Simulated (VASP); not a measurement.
# In2O3 in VASP: notebook, part 3 of 3

VASP 6.6.1.

## 6. Single point, PBE

The input, INCAR:

```
  ALGO = Normal
  EDIFF = 1E-7
  ENCUT = 520
  GGA = PE
  ISIF = 2
  ISMEAR = -1
  ISYM = 0
  LASPH = True
  LCHARG = False
  LREAL = Auto
  LWAVE = False
  NBANDS = 104
  NELM = 100
  PREC = Accurate
  SIGMA = 0.05
```

The input, KPOINTS:

```
k-points
0
Gamma
  1 1 1
```

The input, POSCAR:

```
In2O3
1.0
    6.5491560000      0.0602710000     -0.0265460000
    0.0602710000      6.5253210000     -0.0478520000
   -0.0265460000     -0.0478520000      6.3657510000
In O
8 12
Direct
    0.0784307724      0.7247609472      0.1669717028
    0.5721661438      0.7390137593      0.1799303820
    0.3079524125      0.9188134057      0.6714455158
    0.1945015271      0.4012648239      0.6348028005
    0.3474078498      0.2683084092      0.0947946884
    0.6631065616      0.2742687458      0.4785944557
    0.8219236898      0.7224972756      0.6796540936
    0.8560796853      0.2127254221     -0.0000534378
    0.4217592514      0.4667637031      0.3589786339
    0.3340325212      0.6417140198      0.9557686951
    0.6126489324      0.0974670020      0.1832617031
    0.8161368660      0.8315689826     -0.0308465713
    0.4752100204      0.2192508151      0.7383041711
    0.0783889576      0.1126149128      0.4995828084
    0.8432537779      0.5018559228      0.1925675108
    0.5931068844      0.8656766558      0.5076737960
    0.8584674405      0.4072560326      0.7222902517
    0.1167412946      0.0760471201      0.2614098511
    0.1280483284      0.1220219080      0.8839697254
    0.1229175552      0.6989235496      0.5225670717
```

Potentials or basis: VASP PAW PBE potentials, release 64 (In_d, O).

Started as:

```
> cat potpaw_PBE.64/In_d/POTCAR potpaw_PBE.64/O/POTCAR > POTCAR
> mpirun -np 1 vasp_gam > vasp.out
```

OUTCAR:

```text
EDIFF = 1E-7
   ENCUT = 520
   GGA = PE
   ISIF = 2
   ISMEAR = -1
   ISYM = 0
   LASPH = True
   LREAL = Auto
   NELM = 100
   PREC = Accurate

 ion  position               nearest neighbor table
   1  0.078  0.725  0.167-  15 2.15  10 2.21  12 2.23  20 2.29  18 2.38   2 3.24   2 3.32   5 3.46
                             7 3.52   8 3.65   7 3.68   4 3.74   3 3.75   3 3.75   8 3.80   5 4.02
   2  0.572  0.739  0.180-  12 2.19  10 2.20  16 2.24  15 2.34  11 2.36   9 2.36   1 3.24   1 3.32
                             5 3.46   7 3.57   7 3.59   6 3.64   3 3.75   5 3.77   8 3.83   3 3.85
   3  0.308  0.919  0.671-  20 2.10  16 2.17  19 2.21  14 2.24  13 2.30  10 2.58   4 3.23   7 3.45
                             4 3.48   5 3.52   6 3.55   7 3.58   1 3.75   2 3.75   1 3.75   2 3.85
   4  0.195  0.401  0.635-  20 2.12  14 2.20  13 2.27  17 2.27   9 2.36  19 2.48  10 2.72   7 3.20
                             5 3.21   3 3.23   6 3.32   3 3.48   8 3.48   5 3.68   6 3.72   1 3.74
   5  0.347  0.268  0.095-  11 2.12   9 2.17  19 2.18  18 2.26  13 2.44  10 2.60   6 3.19   4 3.21
                             8 3.29   8 3.40   1 3.46   2 3.46   3 3.52   4 3.68   2 3.77   1 4.02
   6  0.663  0.274  0.479-  13 2.11   9 2.14  17 2.18  11 2.22  15 2.66  16 2.72  14 2.90   5 3.19
                             4 3.32   8 3.32   7 3.35   3 3.55   8 3.57   2 3.64   4 3.72   7 3.96
[... 282 lines left out ...]
    100      11.9250      0.00000
 [bands above 100 left out]

------------------------ aborting loop because EDIFF is reached ----------------------------------------

  FORCE on cell =-STRESS in cart. coord.  units (eV):
  Direction    XX          YY          ZZ          XY          YZ          ZX
  --------------------------------------------------------------------------------------
  -------------------------------------------------------------------------------------
  Total        8.9051920      3.8219335      6.0839727     -4.2245816      0.7281497     -1.2370485
  in kB       52.4547671     22.5125561     35.8367764    -24.8842971      4.2890621     -7.2866582
  external PRESSURE =      36.9346999 kB  Pullay stress =       0.0000000 kB

 VOLUME and BASIS-vectors are now :
 -----------------------------------------------------------------------------
  energy-cutoff  :      520.00
  volume of cell :      272.00
      direct lattice vectors                 reciprocal lattice vectors
     6.549156000  0.060271000 -0.026546000     0.152706907 -0.001405882  0.000626239
     0.060271000  6.525321000 -0.047852000    -0.001405882  0.153270557  0.001146288
    -0.026546000 -0.047852000  6.365751000     0.000626239  0.001146288  0.157101884

 POSITION                                       TOTAL-FORCE (eV/Angst)
 -----------------------------------------------------------------------------------
      0.55290      4.72603      1.02614        -0.263520      0.179268      0.100217
      3.78697      4.84818      1.09484         0.724822     -0.092066      0.430626
      2.05438      5.98198      4.22211         0.879323      0.241224      0.741169
      1.28115      2.59973      4.01663         0.865797     -0.373046     -0.027570
      2.28888      1.76720      0.58138         0.446616      0.193057     -0.645226
      4.34661      1.80676      3.01589         0.846063     -0.679556     -0.240337
[... 12 lines left out ...]
      0.82250      0.76165      5.61789         0.764386     -0.548754     -0.205918
      0.83326      4.54310      3.28982        -1.146769     -0.225293     -0.237059
 -----------------------------------------------------------------------------------
    total drift:                               -0.039134      0.012594      0.026442

  FREE ENERGIE OF THE ION-ELECTRON SYSTEM (eV)
  ---------------------------------------------------
  free  energy   TOTEN  =      -105.3869682983 eV

  energy  without entropy=     -105.3869682983  energy(sigma->0) =     -105.38696830
```

Run time: 36 s. Hardware: 1 thread of Intel Xeon 6975P-C (Granite Rapids), shared host; peak memory 0.31 GiB.

Results:

* Free energy: -105.3870 eV
* Pressure: 3.7 GPa
* Largest force: 1.830 eV/Å

Forces in eV/Å, atoms in the order of the input:
```
In  -0.264  0.179  0.100
In   0.725 -0.092  0.431
In   0.879  0.241  0.741
In   0.866 -0.373 -0.028
In   0.447  0.193 -0.645
In   0.846 -0.680 -0.240
In   0.044  0.225 -1.429
In  -1.645 -0.018  0.636
O   -0.590 -0.468 -0.020
O   -0.425  0.220  0.023
O   -0.190  0.567  0.056
O    0.653  1.304  1.105
O   -0.755  0.208  0.398
O    0.102  0.103 -0.808
O   -0.182 -0.694  0.827
O   -0.200 -0.268 -0.174
O    0.297 -0.127 -0.714
O   -0.224  0.254  0.183
O    0.764 -0.549 -0.206
O   -1.147 -0.225 -0.237
```

Stress tensor (GPa, compression positive):
```
 5.25 -2.49 -0.73
-2.49  2.25  0.43
-0.73  0.43  3.58
```

Caveat: the k points lie up to 0.99 Å⁻¹ apart; the atoms stand as in a frame of molecular dynamics.

## 7. Summary

| cell | smearing | pressure (GPa) | largest force (eV/Å) |
| --- | --- | --- | --- |
| as given, atomic positions A | fermi-dirac 0.1034 eV | 6.1 | 4.18 |
| as given, atomic positions B | fermi-dirac 0.1034 eV | 9.0 | 3.64 |
| as given, atomic positions C | fermi-dirac 0.05 eV | 3.3 | 2.50 |
| as given, atomic positions D | fermi-dirac 0.05 eV | 2.8 | 2.30 |
| as given, atomic positions E | fermi-dirac 0.05 eV | 3.7 | 1.83 |

Alike in all rows: task single point; level PBE; potentials or basis VASP PAW PBE potentials, release 64 (In_d, O); no spin polarisation; k mesh 1 × 1 × 1; cutoff (eV) 520.

Caveats: all runs use coarse meshes; the atoms stand as in a frame of molecular dynamics.

Absolute energies hang on the potentials; compare differences alone.
